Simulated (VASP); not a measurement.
Input of a VASP 6.6.1 run:

Contents of INCAR:

```
SYSTEM = CO
PREC = Accurate
ENCUT = 520
EDIFF = 1E-7
ISMEAR = 0
SIGMA = 0.05
LREAL = Auto
LASPH = .TRUE.
NELM = 80
ALGO = Normal
ISIF = 2
LWAVE = .FALSE.
LCHARG = .FALSE.
GGA = PS
NBANDS = 54
```

File KPOINTS:

```
regular mesh
0
G
  4 4 2
  0 0 0
```

POSCAR

```
CO
1.0
    0.0000000000     -5.9526445718      0.0000000000
    0.0000000000      0.0000000000     -5.9526445718
   11.9052891436     -0.5952644572      0.0000000000
C O
8 8
Direct
    0.0246188838      0.0353513179      0.1073243410
   -0.0253811162      0.0353513179      0.6073243410
    0.8753811162      0.5353513179      0.8926756590
    0.9253811162      0.5353513179      0.3926756590
    0.3789162480      0.9646486821      0.8573243410
    0.4289162480      0.9646486821      0.3573243410
    0.4710837520      0.4646486821      0.6426756590
    0.5210837520      0.4646486821      0.1426756590
    0.8592626372      0.9254882259      0.6622558870
    0.9092626372      0.9254882259      0.1622558870
   -0.0092626372      0.4254882259      0.8377441130
    0.0407373628      0.4254882259      0.3377441130
    0.4832861854      0.0745117741      0.9122558870
    0.5332861854      0.0745117741      0.4122558870
    0.4167138146      0.5745117741      0.0877441130
    0.3667138146      0.5745117741      0.5877441130
```

Potentials or basis: VASP PAW PBE potentials, release 64 (C, O).

Launch:

```sh
$ cat potpaw_PBE.64/C/POTCAR potpaw_PBE.64/O/POTCAR > POTCAR
$ mpirun -np 1 vasp_std > vasp.out
```

Question: What does it give for the band gap on the k mesh?

Answer: 6.12 eV.

Question: What does it give for the largest force?

Answer: 1.045 eV/Å.

Question: Estimate the pressure.

Answer: 1.1 GPa.

Forces on the atoms (eV/Å):
```
C   -0.585 -0.566 -0.601
C   -0.604 -0.602 -0.603
C    0.585  0.566 -0.601
C    0.604  0.602 -0.603
C   -0.576  0.587  0.587
C   -0.594  0.598  0.604
C    0.594 -0.598  0.604
C    0.576 -0.587  0.587
O    0.600  0.595  0.597
O    0.601  0.595  0.599
O   -0.601 -0.595  0.599
O   -0.600 -0.595  0.597
O    0.562 -0.609 -0.584
O    0.597 -0.599 -0.598
O   -0.562  0.609 -0.584
O   -0.597  0.599 -0.598
```

Caveat: the cell differs from its parent crystal (the part above a cut slid along it); this functional lacks dispersion, which holds the molecules together, so the pressure and a relaxed volume are unreliable; the PAW data sets were made with another functional, which shifts forces and pressure a little. A k mesh can miss the band edges.
